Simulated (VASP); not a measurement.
# Mo (P6/mmm) in VASP: further runs, part 2 of 2

VASP 6.6.1. The steps go on from the part before.

## (3) Single point, PBEsol (strain -0.025 along x and y, +0.050 along z)

Contents of INCAR:

```
ALGO     = Normal         # electronic algorithm
EDIFF    = 1E-7           # SCF threshold, eV
ENCUT    = 520            # plane-wave cutoff, eV
GGA      = PS             # functional
ISIF     = 2              # what is computed and relaxed
ISMEAR   = 0              # smearing method
LASPH    = T              # aspherical terms in the spheres
LCHARG   = F              # write CHGCAR
LREAL    = F              # projectors in reciprocal space
LWAVE    = F              # write WAVECAR
NBANDS   = 13             # bands
NELM     = 100            # most SCF steps
PREC     = Accurate       # precision mode
SIGMA    = 0.15           # smearing width, eV
```

Contents of KPOINTS:

```
k-points
0
Gamma
  18 18 18
```

Contents of POSCAR:

```
Mo
1.0
    2.6671226373      0.0000000000      0.0000000000
   -1.3335613186      2.3097959589      0.0000000000
    0.0000000000      0.0000000000      2.6829397350
Mo
1
Direct
    0.0000000000      0.0000000000      0.5000000000
```

Potentials or basis: VASP PAW PBE potentials, release 64 (Mo_sv).

The run is started by

```sh
$ cat potpaw_PBE.64/Mo_sv/POTCAR > POTCAR
$ mpirun -np 1 vasp_std > vasp.out
```

OUTCAR:

```text
EDIFF = 1E-7
   ENCUT = 520
   GGA = PS
   ISIF = 2
   ISMEAR = 0
   LASPH = T
   LREAL = F
   NELM = 100
   PREC = Accurate

 ion  position               nearest neighbor table
   1  0.000  0.000  0.500-

  LATTYP: Found a hexagonal cell.
 ALAT       =     2.6671226373
 C/A-ratio  =     1.0059303976

  Lattice vectors:

 A1 = (   2.6671226373,   0.0000000000,   0.0000000000)
 A2 = (  -1.3335613186,   2.3097959589,   0.0000000000)
 A3 = (   0.0000000000,   0.0000000000,   2.6829397350)

Analysis of symmetry for initial positions (statically):
=====================================================================
 Subroutine PRICEL returns:
 Original cell was already a primitive cell.

 Routine SETGRP: Setting up the symmetry group for a
 hexagonal supercell.

 Subroutine GETGRP returns: Found 24 space group operations
 (whereof 24 operations were pure point group operations)
 out of a pool of 24 trial point group operations.

The static configuration has the point symmetry D_6h.

Analysis of symmetry for dynamics (positions and initial velocities):
=====================================================================
 Subroutine PRICEL returns:
 Original cell was already a primitive cell.

 Routine SETGRP: Setting up the symmetry group for a
 hexagonal supercell.

 Subroutine GETGRP returns: Found 24 space group operations
 (whereof 24 operations were pure point group operations)
 out of a pool of 24 trial point group operations.

The dynamic configuration has the point symmetry D_6h.

 Subroutine INISYM returns: Found 24 space group operations
 (whereof 24 operations are pure point group operations),
 and found     1 'primitive' translations

----------------------------------------------------------------------------------------

                                     Primitive cell

  volume of cell :      16.5283

  direct lattice vectors                    reciprocal lattice vectors
     2.667122637  0.000000000  0.000000000     0.374935890  0.216469337  0.000000000
    -1.333561319  2.309795959  0.000000000     0.000000000  0.432938674  0.000000000
     0.000000000  0.000000000  2.682939735     0.000000000  0.000000000  0.372725480

  length of vectors
     2.667122637  2.667122637  2.682939735     0.432938674  0.432938674  0.372725480

  position of ions in fractional coordinates (direct lattice)
     0.000000000  0.000000000  0.500000000

  ion indices of the primitive-cell ions
   primitive index   ion index
                 1           1

----------------------------------------------------------------------------------------

 KPOINTS: k-points

Automatic generation of k-mesh.
 Grid dimensions read from file:
 generate k-points for:   18   18   18

 Generating k-lattice:

  Cartesian coordinates                     Fractional coordinates (reciprocal lattice)
     0.020829772  0.012026074  0.000000000     0.055555556 -0.000000000  0.000000000
     0.000000000  0.024052149  0.000000000     0.000000000  0.055555556  0.000000000
     0.000000000  0.000000000  0.020706971     0.000000000  0.000000000  0.055555556

  Length of vectors
     0.024052149  0.024052149  0.020706971

  Shift w.r.t. Gamma in fractional coordinates (k-lattice)
     0.000000000  0.000000000  0.000000000

 Subroutine IBZKPT returns following result:
 ===========================================

 Found    370 irreducible k-points:

 Following reciprocal coordinates:
            Coordinates               Weight
  0.000000  0.000000  0.000000      1.000000
  0.055556 -0.000000  0.000000      6.000000
  0.111111 -0.000000  0.000000      6.000000
  0.166667 -0.000000  0.000000      6.000000
  0.222222 -0.000000  0.000000      6.000000
  0.277778 -0.000000  0.000000      6.000000
[... 16 lines left out ...]
  0.333333  0.111111  0.000000     12.000000
  0.388889  0.111111  0.000000     12.000000
 [... further k-points ...]
   k-points           NKPTS =    370   k-points in BZ     NKDIM =    370   number of bands    NBANDS=     13
   number of dos      NEDOS =    301   number of ions     NIONS =      1
   total plane-waves  NPLWV =   8000
   dimension x,y,z NGX =    20 NGY =   20 NGZ =   20
   dimension x,y,z NGXF=    40 NGYF=   40 NGZF=   40
   ions per type =               1
   NGX,Y,Z   is equivalent  to a cutoff of  12.47, 12.47, 12.39 a.u.
   NGXF,Y,Z  is equivalent  to a cutoff of  24.93, 24.93, 24.79 a.u.
 SYSTEM =  unknown system
   PREC   = accura    normal or accurate (medium, high low for compatibility)
   ISTART =      0    job   : 0-new  1-cont  2-samecut
   ICHARG =      2    charge: 1-file 2-atom 10-const
   ISPIN  =      1    spin polarized calculation?
   LNONCOLLINEAR =      F non collinear calculations
   LSORBIT =      F    spin-orbit coupling
   LASPH  =      T    aspherical Exc in radial PAW
   ENCUT  =  520.0 eV  38.22 Ry    6.18 a.u.   4.96  4.96  4.99*2*pi/ulx,y,z
   NELM   =    100;   NELMIN=  2; NELMDL= -5     # of ELM steps
   EDIFF  = 0.1E-06   stopping-criterion for ELM
   LREAL  =      F    real-space projection
   EDIFFG = 0.1E-05   stopping-criterion for IOM
   NSW    =      0    number of steps for IOM
   IBRION =     -1    ionic relax: 0-MD 1-quasi-New 2-CG
   NFREE  =      0    steps in history (QN), initial steepest desc. (CG)
   ISIF   =      2    stress and relaxation
   ISYM   =      2    0-nonsym 1-usesym 2-fastsym
   POTIM  = 0.5000    time-step for ionic-motion
   TEBEG  =    0.0;   TEEND  =   0.0 temperature during run
   PSTRESS=    0.0 pullay stress
   NELECT =      14.0000    total number of electrons
   NUPDOWN=      -1.0000    fix difference up-down
   EMIN   =  10.00;   EMAX   =-10.00  energy-range for DOS
   EFERMI =   0.00;   METHOD = LEGACY
   ISMEAR =     0;   SIGMA  =   0.15  broadening in eV -4-tet -1-fermi 0-gaus
   EFERMI_NEDOS =   21; number of points for ismear=-14 and -15
   IALGO  =     38    algorithm
   IMIX   =      4    mixing-type and parameters
     AMIX     =   0.40;   BMIX     =  1.00
     AMIX_MAG =   1.60;   BMIX_MAG =  1.00
  volume/ion in A,a.u.               =      16.53       111.54
  Fermi-wavevector in a.u.,A,eV,Ry     =   1.548965  2.927120 32.644367  2.399293
  Thomas-Fermi vector in A             =   2.653840
   LORBIT       =      0    0 simple, 1 ext, 2 COOP (PROOUT), +10 PAW based schemes
   GGA     = PS    functional components
   LHFCALC =     F    Hartree Fock is set to
   AEXX    =    0.0000 exact exchange contribution
   IVDW    =     0    specifies the selected vdW correction
   LEPSILON=     F    determine dielectric tensor
   LRPA    =     F    only Hartree local field effects (RPA)
 non-spin polarized calculation
 Gauss-broadening in eV      SIGMA  =   0.15
  energy-cutoff  :      520.00
  volume of cell :       16.53
 maximum number of plane-waves:       458
 NGX is ok and might be reduce to    20
   NGX =  9   NGY =  9   NGZ =  9

 number of electron      13.9999999 magnetization

 Free energy of the ion-electron system (eV)
  ---------------------------------------------------
  ext. energy  EPLUGINS =         0.00000000
  ---------------------------------------------------
  free energy    TOTEN  =       -10.77226715 eV

  energy without entropy =      -10.76190972  energy(sigma->0) =      -10.76708843

 E-fermi :  11.6565     XC(G=0): -13.1111

 val. band max:       11.6471730169   @ k =   0.1111   0.0556   0.1667
 cond. band min:      11.6577667063   @ k =   0.5000  -0.0000   0.5000
 fundamental gap:      0.0105936895
 Fermi energy:        11.6565079664

 k-point     1 :       0.0000    0.0000    0.0000
  band No.  band energies     occupation
      1     -49.4488      2.00000
      2     -22.9758      2.00000
      3     -22.5827      2.00000
      4     -22.5827      2.00000
      5       4.6494      2.00000
      6       7.2352      2.00000
      7      10.6581      2.00000
      8      10.6581      2.00000
      9      15.4403      0.00000
     10      15.4403      0.00000
     11      24.9819      0.00000
     12      25.3987      0.00000
     13      33.0935      0.00000
[... 353 lines left out ...]
 k-point    24 :       0.3889    0.1111    0.0000
  band No.  band energies     occupation
      1     -49.1492      2.00000
      2     -24.1871      2.00000
      3     -23.0992      2.00000
      4     -22.7587      2.00000
      5       6.9703      2.00000
      6       8.8076      2.00000
      7      11.7078      0.62869
      8      11.9119      0.01603
      9      14.2593      0.00000
     10      16.9010      0.00000
     11      22.2589      0.00000
     12      24.6884      0.00000
     13      28.3266      0.00000

 [... further k-points ...]
[... 5 lines left out ...]
  --------------------------------------------------------------------------------------
  -------------------------------------------------------------------------------------
  Total        0.9175649      0.9175649     -2.0749203      0.0000000     -0.0000000      0.0000000
  in kB       88.9446535     88.9446535   -201.1335309      0.0000000     -0.0000000      0.0000000
  external PRESSURE =      -7.7480746 kB  Pullay stress =       0.0000000 kB

 VOLUME and BASIS-vectors are now :
 -----------------------------------------------------------------------------
  energy-cutoff  :      520.00
  volume of cell :       16.53
      direct lattice vectors                 reciprocal lattice vectors
     2.667122637  0.000000000  0.000000000     0.374935890  0.216469337  0.000000000
    -1.333561319  2.309795959  0.000000000     0.000000000  0.432938674  0.000000000
     0.000000000  0.000000000  2.682939735     0.000000000  0.000000000  0.372725480

 POSITION                                       TOTAL-FORCE (eV/Angst)
 -----------------------------------------------------------------------------------
      0.00000      0.00000      1.34147        -0.000000      0.000000      0.000000
 -----------------------------------------------------------------------------------
    total drift:                               -0.000000      0.000000     -0.000000

  FREE ENERGIE OF THE ION-ELECTRON SYSTEM (eV)
  ---------------------------------------------------
  free  energy   TOTEN  =       -10.7722671483 eV

  energy  without entropy=      -10.7619097171  energy(sigma->0) =      -10.76708843
```

Wall time 52 s (1 thread of Intel Xeon Platinum 8488C (Sapphire Rapids), shared host); peak memory 0.18 GiB.

What came out:

```yaml
Free_energy: -10.7723 eV
Pressure: -0.8 GPa
Band_gap_on_the_k_mesh: zero (bands 7 and 8 overlap by 1.88 eV)
```

Levels at points of the mesh, in eV from the Fermi level:
```tsv
k point	band 5	band 6	band 7	band 8	band 9	band 10
(0.00, 0.00, 0.00)	-7.01	-4.42	-1.00	-1.00	3.78	3.78
(0.50, 0.00, 0.00)	-5.26	-2.82	-0.15	1.23	2.94	4.85
(0.00, 0.00, 0.50)	-4.38	-0.72	-0.44	-0.44	1.40	1.40
(0.50, 0.00, 0.50)	-5.43	-4.14	0.00	5.06	5.44	5.91
```

Caveat: the cell differs from its parent crystal (strain -0.025 along x and y, +0.050 along z); the PAW data sets were made with another functional, which shifts forces and pressure a little.
